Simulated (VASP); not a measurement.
# Be3Te4 (P6_3/m) in VASP: a series of runs

The runs below take Be3Te4 through single point, with PBE.

Everything below comes from runs of VASP 6.6.1. Logs are shortened: lines on timing, memory, paths and dates and some standing lists are left out, and cuts for length are marked.

## 1. The cell of the first run

Symmetry: P6_3/m, No. 176, hexagonal system. The conventional cell has a = 10.657 Å, b = 10.657 Å, c = 3.951 Å, α = 90.00°, β = 90.00°, γ = 120.00°. Within 3.2 Å of Be (site symmetry m) lie 4 Te at 2.39 to 2.45 Å. Within 3.2 Å of Te (site symmetry -6) lie 3 Be at 2.45 Å. Within 3.2 Å of Te (site symmetry m) lie 3 Be at 2.39 to 2.42 Å.

## 2. Single point, PBE

INCAR

```
ALGO = Normal
EDIFF = 1E-6
ENCUT = 520
GGA = PE
ISIF = 2
ISMEAR = 0
LASPH = True
LCHARG = False
LREAL = False
LWAVE = False
NBANDS = 43
NELM = 60
PREC = Accurate
SIGMA = 0.2
```

KPOINTS

```
k-points
0
Gamma
  2 2 4
```

POSCAR

```
Be3Te4
1.0
   10.6574080786      0.0000000000      0.0000000000
   -5.3287040393      9.2295861345      0.0000000000
    0.0000000000      0.0000000000      3.9511521052
Be Te
6 8
Direct
    0.4026594454      0.1768552905      0.7500000000
    0.7741958451      0.5973405546      0.7500000000
    0.8231447095      0.2258041549      0.7500000000
    0.2258041549      0.4026594454      0.2500000000
    0.1768552905      0.7741958451      0.2500000000
    0.5973405546      0.8231447095      0.2500000000
    0.6666666667      0.3333333333      0.7500000000
    0.9675263843      0.3145839880      0.2500000000
    0.6854160120      0.6529423962      0.2500000000
    0.3470576038      0.0324736157      0.2500000000
    0.3333333333      0.6666666667      0.2500000000
    0.3145839880      0.3470576038      0.7500000000
    0.6529423962      0.9675263843      0.7500000000
    0.0324736157      0.6854160120      0.7500000000
```

Potentials or basis: VASP PAW PBE potentials, release 64 (Be, Te).

On the command line:

```sh
cat potpaw_PBE.64/Be/POTCAR potpaw_PBE.64/Te/POTCAR > POTCAR
mpirun -np 1 vasp_std > vasp.out
```

OUTCAR:

```text
EDIFF = 1E-6
   ENCUT = 520
   GGA = PE
   ISIF = 2
   ISMEAR = 0
   LASPH = True
   LREAL = False
   NELM = 60
   PREC = Accurate

 ion  position               nearest neighbor table
   1  0.403  0.177  0.750-  10 2.39  10 2.39  12 2.42   7 2.45
   2  0.774  0.597  0.750-   9 2.39   9 2.39  14 2.42   7 2.45
   3  0.823  0.226  0.750-   8 2.39   8 2.39  13 2.42   7 2.45
   4  0.226  0.403  0.250-  12 2.39  12 2.39   8 2.42  11 2.45
   5  0.177  0.774  0.250-  14 2.39  14 2.39  10 2.42  11 2.45
   6  0.597  0.823  0.250-  13 2.39  13 2.39   9 2.42  11 2.45
   7  0.667  0.333  0.750-   3 2.45   1 2.45   2 2.45
   8  0.968  0.315  0.250-   3 2.39   3 2.39   4 2.42
   9  0.685  0.653  0.250-   2 2.39   2 2.39   6 2.42
  10  0.347  0.032  0.250-   1 2.39   1 2.39   5 2.42
  11  0.333  0.667  0.250-   5 2.45   6 2.45   4 2.45
  12  0.315  0.347  0.750-   4 2.39   4 2.39   1 2.42
  13  0.653  0.968  0.750-   6 2.39   6 2.39   3 2.42
  14  0.032  0.685  0.750-   5 2.39   5 2.39   2 2.42

  LATTYP: Found a hexagonal cell.
 ALAT       =    10.6574080786
 C/A-ratio  =     0.3707423115

  Lattice vectors:

 A1 = (  10.6574080786,   0.0000000000,   0.0000000000)
 A2 = (  -5.3287040393,   9.2295861345,   0.0000000000)
 A3 = (   0.0000000000,   0.0000000000,   3.9511521052)

Analysis of symmetry for initial positions (statically):
=====================================================================
 Subroutine PRICEL returns:
 Original cell was already a primitive cell.

 Routine SETGRP: Setting up the symmetry group for a
 hexagonal supercell.

 Subroutine GETGRP returns: Found 12 space group operations
 (whereof  6 operations were pure point group operations)
 out of a pool of 24 trial point group operations.

The static configuration has the point symmetry S_6 .
 The point group associated with its full space group is C_6h.

Analysis of symmetry for dynamics (positions and initial velocities):
=====================================================================
 Subroutine PRICEL returns:
 Original cell was already a primitive cell.

 Routine SETGRP: Setting up the symmetry group for a
 hexagonal supercell.

 Subroutine GETGRP returns: Found 12 space group operations
 (whereof  6 operations were pure point group operations)
 out of a pool of 24 trial point group operations.

The dynamic configuration has the point symmetry S_6 .
 The point group associated with its full space group is C_6h.

 Subroutine INISYM returns: Found 12 space group operations
 (whereof  6 operations are pure point group operations),
 and found     1 'primitive' translations

----------------------------------------------------------------------------------------

                                     Primitive cell

  volume of cell :     388.6490

  direct lattice vectors                    reciprocal lattice vectors
    10.657408079  0.000000000  0.000000000     0.093831445  0.054173610  0.000000000
    -5.328704039  9.229586134  0.000000000     0.000000000  0.108347220  0.000000000
     0.000000000  0.000000000  3.951152105     0.000000000  0.000000000  0.253090737

  length of vectors
    10.657408079 10.657408079  3.951152105     0.108347220  0.108347220  0.253090737

  position of ions in fractional coordinates (direct lattice)
     0.402659445  0.176855291  0.750000000
     0.774195845  0.597340555  0.750000000
     0.823144709  0.225804155  0.750000000
     0.225804155  0.402659445  0.250000000
     0.176855291  0.774195845  0.250000000
     0.597340555  0.823144709  0.250000000
     0.666666667  0.333333333  0.750000000
     0.967526384  0.314583988  0.250000000
     0.685416012  0.652942396  0.250000000
     0.347057604  0.032473616  0.250000000
     0.333333333  0.666666667  0.250000000
     0.314583988  0.347057604  0.750000000
     0.652942396  0.967526384  0.750000000
     0.032473616  0.685416012  0.750000000

  ion indices of the primitive-cell ions
   primitive index   ion index
                 1           1
                 2           2
                 3           3
                 4           4
                 5           5
                 6           6
                 7           7
                 8           8
                 9           9
                10          10
                11          11
                12          12
                13          13
                14          14

----------------------------------------------------------------------------------------

 KPOINTS: k-points

Automatic generation of k-mesh.
 Grid dimensions read from file:
 generate k-points for:    2    2    4

 Generating k-lattice:

  Cartesian coordinates                     Fractional coordinates (reciprocal lattice)
     0.046915723  0.027086805  0.000000000     0.500000000  0.000000000  0.000000000
     0.000000000  0.054173610  0.000000000     0.000000000  0.500000000  0.000000000
     0.000000000  0.000000000  0.063272684     0.000000000  0.000000000  0.250000000

  Length of vectors
     0.054173610  0.054173610  0.063272684

  Shift w.r.t. Gamma in fractional coordinates (k-lattice)
     0.000000000  0.000000000  0.000000000

 Subroutine IBZKPT returns following result:
 ===========================================

 Found      6 irreducible k-points:

 Following reciprocal coordinates:
            Coordinates               Weight
  0.000000  0.000000  0.000000      1.000000
  0.500000  0.000000  0.000000      3.000000
  0.000000  0.000000  0.250000      2.000000
  0.500000  0.000000  0.250000      6.000000
  0.000000  0.000000  0.500000      1.000000
  0.500000  0.000000  0.500000      3.000000
   k-points           NKPTS =      6   k-points in BZ     NKDIM =      6   number of bands    NBANDS=     43
   number of dos      NEDOS =    301   number of ions     NIONS =     14
   total plane-waves  NPLWV = 192000
   dimension x,y,z NGX =    80 NGY =   80 NGZ =   30
   dimension x,y,z NGXF=   160 NGYF=  160 NGZF=   60
   ions per type =               6   8
   NGX,Y,Z   is equivalent  to a cutoff of  12.48, 12.48, 12.62 a.u.
   NGXF,Y,Z  is equivalent  to a cutoff of  24.96, 24.96, 25.25 a.u.
 SYSTEM =  unknown system
   PREC   = accura    normal or accurate (medium, high low for compatibility)
   ISTART =      0    job   : 0-new  1-cont  2-samecut
   ICHARG =      2    charge: 1-file 2-atom 10-const
   ISPIN  =      1    spin polarized calculation?
   LNONCOLLINEAR =      F non collinear calculations
   LSORBIT =      F    spin-orbit coupling
   LASPH  =      T    aspherical Exc in radial PAW
   ENCUT  =  520.0 eV  38.22 Ry    6.18 a.u.  19.82 19.82  7.35*2*pi/ulx,y,z
   NELM   =     60;   NELMIN=  2; NELMDL= -5     # of ELM steps
   EDIFF  = 0.1E-05   stopping-criterion for ELM
   LREAL  =      F    real-space projection
   EDIFFG = 0.1E-04   stopping-criterion for IOM
   NSW    =      0    number of steps for IOM
   IBRION =     -1    ionic relax: 0-MD 1-quasi-New 2-CG
   NFREE  =      0    steps in history (QN), initial steepest desc. (CG)
   ISIF   =      2    stress and relaxation
   ISYM   =      2    0-nonsym 1-usesym 2-fastsym
   POTIM  = 0.5000    time-step for ionic-motion
   TEBEG  =    0.0;   TEEND  =   0.0 temperature during run
   PSTRESS=    0.0 pullay stress
   NELECT =      60.0000    total number of electrons
   NUPDOWN=      -1.0000    fix difference up-down
   EMIN   =  10.00;   EMAX   =-10.00  energy-range for DOS
   EFERMI =   0.00;   METHOD = LEGACY
   ISMEAR =     0;   SIGMA  =   0.20  broadening in eV -4-tet -1-fermi 0-gaus
   EFERMI_NEDOS =   21; number of points for ismear=-14 and -15
   IALGO  =     38    algorithm
   IMIX   =      4    mixing-type and parameters
     AMIX     =   0.40;   BMIX     =  1.00
     AMIX_MAG =   1.60;   BMIX_MAG =  1.00
  volume/ion in A,a.u.               =      27.76       187.34
  Fermi-wavevector in a.u.,A,eV,Ry     =   0.878226  1.659606 10.493903  0.771280
  Thomas-Fermi vector in A             =   1.998283
   LORBIT       =      0    0 simple, 1 ext, 2 COOP (PROOUT), +10 PAW based schemes
   GGA     = PE    functional components
   LHFCALC =     F    Hartree Fock is set to
   AEXX    =    0.0000 exact exchange contribution
   IVDW    =     0    specifies the selected vdW correction
   LEPSILON=     F    determine dielectric tensor
   LRPA    =     F    only Hartree local field effects (RPA)
 non-spin polarized calculation
 Gauss-broadening in eV      SIGMA  =   0.20
  energy-cutoff  :      520.00
  volume of cell :      388.65
 maximum number of plane-waves:     10514
 NGX is ok and might be reduce to    80
   NGX = 39   NGY = 39   NGZ = 15

 number of electron      59.9999997 magnetization

 Free energy of the ion-electron system (eV)
  ---------------------------------------------------
  ext. energy  EPLUGINS =         0.00000000
  ---------------------------------------------------
  free energy    TOTEN  =       -48.93936425 eV

  energy without entropy =      -48.74272856  energy(sigma->0) =      -48.84104640

 E-fermi :   3.4161     XC(G=0):  -8.2895

 val. band max:        3.3777388988   @ k =   0.5000   0.0000   0.2500
 cond. band min:       3.4165745760   @ k =   0.5000   0.0000   0.0000
 fundamental gap:      0.0388356773
 Fermi energy:         3.4160681974

 k-point     1 :       0.0000    0.0000    0.0000
  band No.  band energies     occupation
      1      -8.4070      2.00000
      2      -7.5981      2.00000
      3      -7.5091      2.00000
      4      -7.5091      2.00000
      5      -7.3488      2.00000
      6      -7.3488      2.00000
[... 34 lines left out ...]
     41       8.1658      0.00000
     42       8.1658      0.00000

 k-point     2 :       0.5000    0.0000    0.0000
  band No.  band energies     occupation
      1      -8.2194      2.00000
      2      -8.0520      2.00000
      3      -7.6327      2.00000
      4      -7.5440      2.00000
      5      -7.0901      2.00000
      6      -7.0114      2.00000
[... 34 lines left out ...]
     41       7.8941      0.00000
     42       8.5613      0.00000

 k-point     3 :       0.0000    0.0000    0.2500
  band No.  band energies     occupation
      1      -8.0427      2.00000
      2      -7.3407      2.00000
      3      -7.2227      2.00000
      4      -7.2227      2.00000
      5      -7.0907      2.00000
      6      -7.0907      2.00000
[... 34 lines left out ...]
     41       8.1667      0.00000
     42       8.7958      0.00000

 k-point     4 :       0.5000    0.0000    0.2500
  band No.  band energies     occupation
      1      -7.8764      2.00000
      2      -7.7196      2.00000
      3      -7.3235      2.00000
      4      -7.2609      2.00000
      5      -6.8743      2.00000
      6      -6.8072      2.00000
[... 34 lines left out ...]
     41       8.6223      0.00000
     42       8.8788      0.00000

 k-point     5 :       0.0000    0.0000    0.5000
  band No.  band energies     occupation
      1      -7.2798      2.00000
      2      -7.2798      2.00000
      3      -6.8235      2.00000
      4      -6.8235      2.00000
      5      -6.8235      2.00000
      6      -6.8235      2.00000
[... 34 lines left out ...]
     41       8.7565      0.00000
     42       8.7571      0.00000

 k-point     6 :       0.5000    0.0000    0.5000
  band No.  band energies     occupation
      1      -7.2639      2.00000
      2      -7.2639      2.00000
      3      -6.8553      2.00000
      4      -6.8553      2.00000
      5      -6.8314      2.00000
      6      -6.8314      2.00000
[... 34 lines left out ...]
     41       8.2060      0.00000
     42       8.2060      0.00000
 [bands above 42 left out]

------------------------ aborting loop because EDIFF is reached ----------------------------------------

  FORCE on cell =-STRESS in cart. coord.  units (eV):
  Direction    XX          YY          ZZ          XY          YZ          ZX
  --------------------------------------------------------------------------------------
  -------------------------------------------------------------------------------------
  Total        0.1084469      0.1084469      0.3058311     -0.0000001      0.0000000      0.0000000
  in kB        0.4470646      0.4470646      1.2607665     -0.0000005      0.0000000      0.0000000
  external PRESSURE =       0.7182986 kB  Pullay stress =       0.0000000 kB

 VOLUME and BASIS-vectors are now :
 -----------------------------------------------------------------------------
  energy-cutoff  :      520.00
  volume of cell :      388.65
      direct lattice vectors                 reciprocal lattice vectors
    10.657408079  0.000000000  0.000000000     0.093831445  0.054173610  0.000000000
    -5.328704039  9.229586134  0.000000000     0.000000000  0.108347220  0.000000000
     0.000000000  0.000000000  3.951152105     0.000000000  0.000000000  0.253090737

 POSITION                                       TOTAL-FORCE (eV/Angst)
 -----------------------------------------------------------------------------------
      3.34890      1.63230      2.96336        -0.018053     -0.005327     -0.000000
      5.06787      5.51321      2.96336         0.004413      0.018298      0.000000
      7.56935      2.08408      2.96336         0.013640     -0.012971      0.000000
      0.26083      3.71638      0.98779        -0.004413     -0.018298     -0.000000
     -2.24064      7.14551      0.98779        -0.013640      0.012971     -0.000000
      1.97981      7.59728      0.98779         0.018053      0.005327      0.000000
      5.32870      3.07653      2.96336         0.000000      0.000000      0.000000
      8.63500      2.90348      0.98779        -0.001075      0.013793     -0.000000
      3.82542      6.02639      0.98779        -0.011408     -0.007828     -0.000000
      3.52569      0.29972      0.98779         0.012483     -0.005966      0.000000
     -0.00000      6.15306      0.98779         0.000000     -0.000000     -0.000000
      1.50328      3.20320      2.96336         0.011408      0.007828      0.000000
      1.80301      8.92987      2.96336        -0.012483      0.005966      0.000000
     -3.30629      6.32611      2.96336         0.001075     -0.013793     -0.000000
 -----------------------------------------------------------------------------------
    total drift:                               -0.000000      0.000000      0.000000

  FREE ENERGIE OF THE ION-ELECTRON SYSTEM (eV)
  ---------------------------------------------------
  free  energy   TOTEN  =       -48.9393642464 eV

  energy  without entropy=      -48.7427285604  energy(sigma->0) =      -48.84104640
```

Wall time 3.8 min (1 thread of Intel Xeon 8259CL, shared host); peak memory 0.48 GiB.

What came out:

```yaml
Free_energy: -48.9394 eV
Pressure: 0.1 GPa
Largest_force: 0.019 eV/Å
Band_gap_on_the_k_mesh: zero (bands 30 and 31 overlap by 1.15 eV)
```

Forces on the atoms (eV/Å):
```
Be  -0.018 -0.005  0.000
Be   0.004  0.018  0.000
Be   0.014 -0.013  0.000
Be  -0.004 -0.018  0.000
Be  -0.014  0.013  0.000
Be   0.018  0.005  0.000
Te   0.000  0.000  0.000
Te  -0.001  0.014  0.000
Te  -0.011 -0.008  0.000
Te   0.012 -0.006  0.000
Te   0.000  0.000  0.000
Te   0.011  0.008  0.000
Te  -0.012  0.006  0.000
Te   0.001 -0.014  0.000
```

Levels at points of the mesh, in eV from the Fermi level:
```
           k point  band 29  band 30  band 31  band 32  band 33  band 34
(0.00, 0.00, 0.00)     0.44     0.44     0.75     0.76     3.06     3.30
(0.50, 0.00, 0.00)     0.00     0.59     0.74     0.75     3.21     3.29
(0.00, 0.00, 0.50)    -0.56    -0.56    -0.56    -0.56     3.25     3.25
(0.50, 0.00, 0.50)    -0.44    -0.44    -0.16    -0.16     3.11     3.11
```

Caveat: the k points lie up to 0.40 Å⁻¹ apart, too coarse for converged energies and pressures of a metal; spin-orbit coupling is left out, which moves the levels of the heavy elements.

## 3. Single point, PBE

This run uses another cell than the first one, of 27.67 Å³/atom.

INCAR

```
ALGO = Normal ; EDIFF = 1E-7
ENCUT = 520 ; GGA = PE
ISIF = 2 ; ISMEAR = 0
LASPH = True ; LCHARG = False
LREAL = False ; LWAVE = False
NBANDS = 43 ; NELM = 100
PREC = Accurate ; SIGMA = 0.1
```

KPOINTS

```
k-points
0
Gamma
  6 6 8
```

POSCAR

```
Be3Te4
1.0
   10.6667849810      0.0000000000      0.0000000000
   -5.3333924905      9.2377067702      0.0000000000
    0.0000000000      0.0000000000      3.9318145333
Be Te
6 8
Direct
    0.4027935808      0.1791187027      0.7500000000
    0.7763251218      0.5972064192      0.7500000000
    0.8208812973      0.2236748782      0.7500000000
    0.2236748782      0.4027935808      0.2500000000
    0.1791187027      0.7763251218      0.2500000000
    0.5972064192      0.8208812973      0.2500000000
    0.6666666667      0.3333333333      0.7500000000
    0.9662378837      0.3193668026      0.2500000000
    0.6806331974      0.6468710812      0.2500000000
    0.3531289188      0.0337621163      0.2500000000
    0.3333333333      0.6666666667      0.2500000000
    0.3193668026      0.3531289188      0.7500000000
    0.6468710812      0.9662378837      0.7500000000
    0.0337621163      0.6806331974      0.7500000000
```

Potentials or basis: VASP PAW PBE potentials, release 64 (Be, Te).

On the command line:

```sh
cat potpaw_PBE.64/Be/POTCAR potpaw_PBE.64/Te/POTCAR > POTCAR
mpirun -np 1 vasp_std > vasp.out
```

It took 8.2 min on 1 thread of Intel Xeon 6975P-C (Granite Rapids), shared host; peak memory 0.77 GiB.

Results (log left out):

| Property | Result |
| --- | --- |
| Free energy | -48.8229 eV |
| Pressure | 0.1 GPa |
| Largest force | 0.006 eV/Å |
| Band gap on the k mesh | zero (bands 30 and 31 overlap by 1.21 eV) |

Forces in eV/Å, atoms in the order of the input:
```
Be  -0.001  0.003  0.000
Be   0.003 -0.001  0.000
Be  -0.002 -0.003  0.000
Be  -0.003  0.001  0.000
Be   0.002  0.003  0.000
Be   0.001 -0.003  0.000
Te   0.000  0.000  0.000
Te   0.001  0.006  0.000
Te  -0.006 -0.002  0.000
Te   0.004 -0.004  0.000
Te   0.000  0.000  0.000
Te   0.006  0.002  0.000
Te  -0.004  0.004  0.000
Te  -0.001 -0.006  0.000
```

Levels at points of the mesh, in eV from the Fermi level:
| k point | band 28 | band 29 | band 30 | band 31 | band 32 | band 33 |
| --- | --- | --- | --- | --- | --- | --- |
| (0.00, 0.00, 0.00) | 0.42 | 0.42 | 0.44 | 0.73 | 0.74 | 3.09 |
| (0.50, 0.00, 0.00) | -0.37 | -0.02 | 0.60 | 0.72 | 0.72 | 3.21 |
| (0.00, 0.00, 0.50) | -0.63 | -0.61 | -0.61 | -0.61 | -0.61 | 3.23 |
| (0.50, 0.00, 0.50) | -0.86 | -0.49 | -0.49 | -0.22 | -0.22 | 3.07 |

Caveat: spin-orbit coupling is left out, which moves the levels of the heavy elements.
